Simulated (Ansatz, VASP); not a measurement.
# SiO2 in VASP and in Ansatz

```
Si O
1.0
    -4.77418    4.77418    4.77418
     4.77418   -4.77418    4.77418
     4.77418    4.77418   -4.77418
Si O
8 16
Direct
  0.31395 0.31395 0.31395
  0.00000 0.31395 0.00000
  0.00000 0.00000 0.31395
  0.31395 0.00000 0.00000
  0.00000 0.00000 0.68605
  0.68605 0.00000 0.00000
  0.00000 0.68605 0.00000
  0.68605 0.68605 0.68605
  0.50000 0.50000 0.50000
  0.00000 0.50000 0.00000
  0.00000 0.00000 0.50000
  0.50000 0.00000 0.00000
  0.19391 0.19391 0.38783
  0.19391 0.38783 0.19391
  0.80609 0.00000 0.19391
  0.00000 0.80609 0.19391
  0.38783 0.19391 0.19391
  0.19391 0.80609 0.00000
  0.80609 0.19391 0.00000
  0.19391 0.00000 0.80609
  0.61217 0.80609 0.80609
  0.80609 0.61217 0.80609
  0.00000 0.19391 0.80609
  0.80609 0.80609 0.61217
```

Alike in both runs: functional LDA; k mesh 4 × 4 × 4; occupations gaussian, width 0.02 eV; no spin polarisation.

Ansatz relaxed the structure, and its values are those at the end. VASP's run is a single point on that final structure, the one shown.

```csv
,VASP,Ansatz
version,VASP 6.6.1,Ansatz 0.2.0
potentials or method,"VASP PAW LDA potentials, release 64 (Si, O), cutoff 520 eV","scalar-relativistic, plane waves, PAW"
valence electrons in the cell,128,128
```

VASP gave:

```
gap on the k mesh at the Fermi level (eV) : 5.38
least direct gap on the mesh (eV)         : 5.38
pressure (GPa)                            : 11.4
rms of the force components (eV/Å)        : 0.034
```

Which values does Ansatz return?

gap on the k mesh at the Fermi level (eV): 5.41; least direct gap on the mesh (eV): 5.41; pressure (GPa): 10.9; rms of the force components (eV/Å): 0.001.

LDA's correlation is that of Perdew and Zunger in VASP and of Perdew and Wang (1992) in Ansatz. Ansatz's warnings: stress scf threshold loose.
